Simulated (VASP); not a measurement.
# La (P6_3/mmc) in VASP: a series of runs, part 3 of 3

VASP 6.6.1. Earlier steps stand in the parts before.

### Step 4. Single point, PBE

INCAR reads:

```
PREC = Accurate ; ENCUT = 520
EDIFF = 1E-7 ; ISMEAR = -1
SIGMA = 0.1 ; LREAL = F
LASPH = T ; NELM = 60
ALGO = Normal ; ISIF = 2
LWAVE = F ; LCHARG = F
GGA = PE ; NBANDS = 30
```

KPOINTS reads:

```
regular mesh
0
Gamma
  6 6 2
```

POSCAR reads:

```
La
1.0
    3.7726980145      0.0000000000      0.0000000000
   -1.8863490072      3.2672523214      0.0000000000
    0.0000000000      0.0000000000     12.1127038589
La
4
Direct
    0.0000000000      0.0000000000      0.0000000000
    0.0000000000      1.0000000000      0.5000000000
    0.3333333333      0.6666666667      0.7500000000
    0.6666666667      0.3333333333      0.2500000000
```

On the command line:

```
$ cat potpaw_PBE.64/La/POTCAR > POTCAR
$ mpirun -np 1 vasp_std > vasp.out
```

Run time: 1.7 min. Hardware: 1 thread of Intel Xeon Platinum 8488C (Sapphire Rapids), shared host; peak memory 0.26 GiB.

Results (log left out):

| Quantity | Value |
| --- | --- |
| Free energy | -19.6693 eV |
| Pressure | 0.1 GPa |
| Band gap on the k mesh | zero (bands 22 and 23 overlap by 1.00 eV) |

Levels at points of the mesh, in eV from the Fermi level:
```
           k point  band 18  band 19  band 20  band 21  band 22  band 23  band 24  band 25  band 26  band 27
(0.00, 0.00, 0.00)    -1.87    -1.87    -1.74     0.50     0.63     1.24     1.25     1.28     1.31     1.32
(0.50, 0.00, 0.00)    -1.81    -1.53    -1.05    -0.65    -0.28    -0.19     0.44     0.93     1.17     1.47
(0.00, 0.00, 0.50)    -2.74    -1.67    -1.67     0.80     0.80     1.23     1.23     1.31     1.31     1.31
(0.50, 0.00, 0.50)    -1.62    -1.38    -1.38    -1.05    -1.05     0.66     0.66     1.26     1.26     1.41
```

Caveat: spin-orbit coupling is left out, which moves the levels of the heavy elements.

### Step 5. Single point, PBE

INCAR reads:

```
SYSTEM = La
ALGO = Normal ; EDIFF = 1E-7
ENCUT = 520 ; GGA = PE
ISIF = 2 ; ISMEAR = -1
LASPH = .True. ; LCHARG = .True.
LELF = .True. ; LREAL = .False.
LVHAR = .True. ; LWAVE = .False.
NBANDS = 30 ; NELM = 80
PREC = Accurate ; SIGMA = 0.1
```

KPOINTS reads:

```
k-points
0
Gamma
  8 8 2
  0 0 0
```

POSCAR is that of step 4.

Potentials or basis: VASP PAW PBE potentials, release 64 (La).

On the command line:

```
$ cat potpaw_PBE.64/La/POTCAR > POTCAR
$ mpirun -np 1 vasp_std > vasp.out
```

OUTCAR:

```text
SYSTEM = La
   EDIFF = 1E-7
   ENCUT = 520
   GGA = PE
   ISIF = 2
   ISMEAR = -1
   LASPH = .True.
   LREAL = .False.
   NELM = 80
   PREC = Accurate

 ion  position               nearest neighbor table
   1  0.000  0.000  0.000-
   2  0.000  0.000  0.500-
   3  0.333  0.667  0.750-
   4  0.667  0.333  0.250-

  LATTYP: Found a hexagonal cell.
 ALAT       =     3.7726980145
 C/A-ratio  =     3.2106211025

  Lattice vectors:

 A1 = (   3.7726980145,   0.0000000000,   0.0000000000)
 A2 = (  -1.8863490072,   3.2672523214,   0.0000000000)
 A3 = (   0.0000000000,   0.0000000000,  12.1127038589)

Analysis of symmetry for initial positions (statically):
=====================================================================
 Subroutine PRICEL returns:
 Original cell was already a primitive cell.

 Routine SETGRP: Setting up the symmetry group for a
 hexagonal supercell.

[... 162 lines left out ...]
  ---------------------------------------------------
  free energy    TOTEN  =       -19.65190692 eV

  energy without entropy =      -19.44487651  energy(sigma->0) =      -19.54839171

 E-fermi :   7.8096     XC(G=0):  -9.5404

 val. band max:        7.8017611709   @ k =   0.2500   0.2500   0.5000
 cond. band min:       7.8161563533   @ k =   0.1250   0.1250   0.0000
 fundamental gap:      0.0143951824
 Fermi energy:         7.8095890055

 k-point     1 :       0.0000    0.0000    0.0000
  band No.  band energies     occupation
      1     -25.0562      2.00000
      2     -24.9562      2.00000
      3     -24.9548      2.00000
      4     -24.8515      2.00000
      5      -9.4457      2.00000
      6      -8.7892      2.00000
[... 649 lines left out ...]
     29       9.4192      0.00000
     30       9.4405      0.00000

------------------------ aborting loop because EDIFF is reached ----------------------------------------

  FORCE on cell =-STRESS in cart. coord.  units (eV):
  Direction    XX          YY          ZZ          XY          YZ          ZX
  --------------------------------------------------------------------------------------
  -------------------------------------------------------------------------------------
  Total       -0.1274344     -0.1274344      0.1942258     -0.0000000      0.0000000     -0.0000000
  in kB       -1.3674812     -1.3674812      2.0842106     -0.0000000      0.0000000     -0.0000000
  external PRESSURE =      -0.2169172 kB  Pullay stress =       0.0000000 kB

 VOLUME and BASIS-vectors are now :
 -----------------------------------------------------------------------------
  energy-cutoff  :      520.00
  volume of cell :      149.31
      direct lattice vectors                 reciprocal lattice vectors
     3.772698014  0.000000000  0.000000000     0.265062297  0.153033788  0.000000000
    -1.886349007  3.267252321  0.000000000     0.000000000  0.306067577  0.000000000
     0.000000000  0.000000000 12.112703859     0.000000000  0.000000000  0.082557950

 POSITION                                       TOTAL-FORCE (eV/Angst)
 -----------------------------------------------------------------------------------
      0.00000      0.00000      0.00000         0.000000      0.000000      0.000000
      0.00000      0.00000      6.05635         0.000000      0.000000      0.000000
     -0.00000      2.17817      9.08453        -0.000000      0.000000      0.000000
      1.88635      1.08908      3.02818         0.000000      0.000000     -0.000000
 -----------------------------------------------------------------------------------
    total drift:                               -0.000000     -0.000000      0.000000

  FREE ENERGIE OF THE ION-ELECTRON SYSTEM (eV)
  ---------------------------------------------------
  free  energy   TOTEN  =       -19.6519069186 eV

  energy  without entropy=      -19.4448765108  energy(sigma->0) =      -19.54839171
```

OSZICAR:

```text
N       E                     dE             d eps       ncg     rms          rms(c)
DAV:   1     0.575459797694E+03    0.57546E+03   -0.14759E+04  1200   0.199E+03
DAV:   2     0.116293095798E+03   -0.45917E+03   -0.44871E+03  1744   0.389E+02
DAV:   3    -0.350263935056E+01   -0.11980E+03   -0.11742E+03  2016   0.234E+02
DAV:   4    -0.173444995664E+02   -0.13842E+02   -0.13392E+02  2240   0.841E+01
DAV:   5    -0.193422184125E+02   -0.19977E+01   -0.19376E+01  2376   0.321E+01    0.498E+00
DAV:   6    -0.196008492906E+02   -0.25863E+00   -0.27619E+00  2376   0.125E+01    0.247E+00
DAV:   7    -0.196397789592E+02   -0.38930E-01   -0.41206E-01  2384   0.572E+00    0.664E-01
DAV:   8    -0.196497576326E+02   -0.99787E-02   -0.60195E-02  2392   0.202E+00    0.180E-01
DAV:   9    -0.196512517258E+02   -0.14941E-02   -0.72676E-03  2352   0.790E-01    0.117E-01
DAV:  10    -0.196519223420E+02   -0.67062E-03   -0.24487E-03  2224   0.401E-01    0.263E-02
DAV:  11    -0.196519055648E+02    0.16777E-04   -0.22277E-04  2352   0.137E-01    0.150E-02
DAV:  12    -0.196519068366E+02   -0.12717E-05   -0.31743E-05  2288   0.423E-02    0.657E-03
DAV:  13    -0.196519091907E+02   -0.23541E-05   -0.58529E-06  2224   0.211E-02    0.186E-03
DAV:  14    -0.196519072187E+02    0.19720E-05   -0.89524E-07  1720   0.774E-03    0.764E-04
DAV:  15    -0.196519070178E+02    0.20093E-06   -0.20780E-07  1280   0.423E-03    0.246E-04
DAV:  16    -0.196519069186E+02    0.99144E-07   -0.57226E-08  1064   0.270E-03
   1 F= -.19651907E+02 E0= -.19548392E+02  d E =-.207030E+00
```

Run time: 1.9 min. Hardware: 1 thread of Intel Xeon Platinum 8488C (Sapphire Rapids), shared host; peak memory 0.28 GiB.

What came out:

* Free energy: -19.6519 eV
* Pressure: 0.0 GPa
* Band gap on the k mesh: zero (bands 22 and 23 overlap by 1.03 eV)

Caveat: spin-orbit coupling is left out, which moves the levels of the heavy elements.

### Step 6. Single point, PBE

INCAR reads:

```
SYSTEM = La
ALGO = Normal
EDIFF = 1E-6
ENCUT = 520
GGA = PE
ISIF = 2
ISMEAR = -1
LASPH = .True.
LCHARG = .False.
LREAL = .False.
LWAVE = .False.
NBANDS = 30
NELM = 60
PREC = Accurate
SIGMA = 0.1
```

KPOINTS reads:

```
k-points
0
Gamma
  10 10 3
  0 0 0
```

POSCAR is that of step 5.

Potentials or basis: VASP PAW PBE potentials, release 64 (La).

On the command line:

```
$ cat potpaw_PBE.64/La/POTCAR > POTCAR
$ mpirun -np 1 vasp_std > vasp.out
```

Run time: 2.8 min. Hardware: 1 thread of Intel Xeon Platinum 8488C (Sapphire Rapids), shared host; peak memory 0.3 GiB.

The run converged. Its results:

- Free energy: -19.6512 eV
- Pressure: 0.1 GPa
- Band gap on the k mesh: zero (bands 22 and 23 overlap by 1.22 eV)

Levels at points of the mesh, in eV from the Fermi level:
```
           k point  band 19  band 20  band 21  band 22  band 23  band 24  band 25  band 26
(0.00, 0.00, 0.00)    -1.87    -1.74     0.51     0.63     1.25     1.25     1.29     1.31
(0.50, 0.00, 0.00)    -1.53    -1.05    -0.65    -0.28    -0.19     0.44     0.93     1.18
```

Caveat: spin-orbit coupling is left out, which moves the levels of the heavy elements.

### Step 7. Overview

```csv
k mesh,gap on the mesh (eV),pressure (GPa)
4 × 4 × 1,none,0.7
5 × 5 × 2,none,0.3
6 × 6 × 2,none,0.1
8 × 8 × 2,none,0.0
10 × 10 × 3,none,0.1
```

Alike in all rows: task single point; level PBE; potentials or basis VASP PAW PBE potentials, release 64 (La); no spin polarisation; cell as given; cutoff (eV) 520; smearing fermi-dirac 0.1 eV.

Caveats: some runs use coarse meshes; spin-orbit coupling is left out, which moves the levels of the heavy elements.

Absolute energies hang on the potentials; compare differences alone.

The gap in the log of VASP goes by the Fermi energy; the results here count the filled bands.